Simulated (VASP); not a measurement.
A run of VASP 6.6.1 is set up as follows.

POSCAR

```
NaGeCl3
1.0
    5.2687335320      0.0000000000      0.0000000000
    0.0000000000      5.1908704749      0.0000000000
    0.0000000000      0.0000000000      5.1908704749
Na Ge Cl
1 1 3
Direct
    0.0000000000      0.0000000000      0.0000000000
    0.5000000000      0.5000000000      0.5000000000
    0.5000000000      0.5000000000      0.0000000000
    0.5000000000      0.0000000000      0.5000000000
    0.0000000000      0.5000000000      0.5000000000
```

INCAR.step1

```
SYSTEM = NaGeCl3
PREC     = Accurate       ! precision mode
ENCUT    = 520            ! plane-wave cutoff, eV
ISMEAR   = 0              ! smearing method
SIGMA    = 0.01           ! smearing width, eV
LREAL    = .False.        ! projectors in reciprocal space
LASPH    = .True.         ! aspherical terms in the spheres
NELM     = 60             ! most SCF steps
NBANDS   = 29             ! bands
GGA      = PE             ! functional
ALGO     = Normal         ! electronic algorithm
EDIFF    = 1E-4           ! SCF threshold, eV
LWAVE    = .True.         ! write WAVECAR
LCHARG   = .False.        ! write CHGCAR
```

Contents of INCAR.step2:

```
SYSTEM = NaGeCl3
PREC     = Accurate       ! precision mode
ENCUT    = 520            ! plane-wave cutoff, eV
EDIFF    = 1E-7           ! SCF threshold, eV
ISMEAR   = 0              ! smearing method
SIGMA    = 0.01           ! smearing width, eV
LREAL    = .False.        ! projectors in reciprocal space
LASPH    = .True.         ! aspherical terms in the spheres
NELM     = 60             ! most SCF steps
ALGO     = Normal         ! electronic algorithm
ISIF     = 2              ! what is computed and relaxed
LWAVE    = .False.        ! write WAVECAR
LCHARG   = .False.        ! write CHGCAR
METAGGA  = R2SCAN         ! meta-GGA
LMIXTAU  = .True.       
NBANDS   = 29             ! bands
ISTART   = 1
```

The input KPOINTS:

```
regular mesh
0
Gamma
  6 6 6
  0 0 0
```

Potentials or basis: VASP PAW PBE potentials, release 64 (Na_pv, Ge_d, Cl).

Run with:

```console
$ cat potpaw_PBE.64/Na_pv/POTCAR potpaw_PBE.64/Ge_d/POTCAR potpaw_PBE.64/Cl/POTCAR > POTCAR
$ cp INCAR.step1 INCAR
$ mpirun -np 1 vasp_std > vasp.out
$ cp INCAR.step2 INCAR
$ mpirun -np 1 vasp_std > vasp.out
```

Estimate the pressure.

-0.7 GPa.

What does it give for the band gap on the k mesh?

0.78 eV.

Stress tensor (GPa, compression positive):
```
-1.20  0.00  0.00
 0.00 -0.49  0.00
 0.00  0.00 -0.49
```

Caveat: the cell differs from its parent crystal (uniaxial x strain +1.5%); the PAW data sets were made with another functional, which shifts forces and pressure a little. A k mesh can miss the band edges.
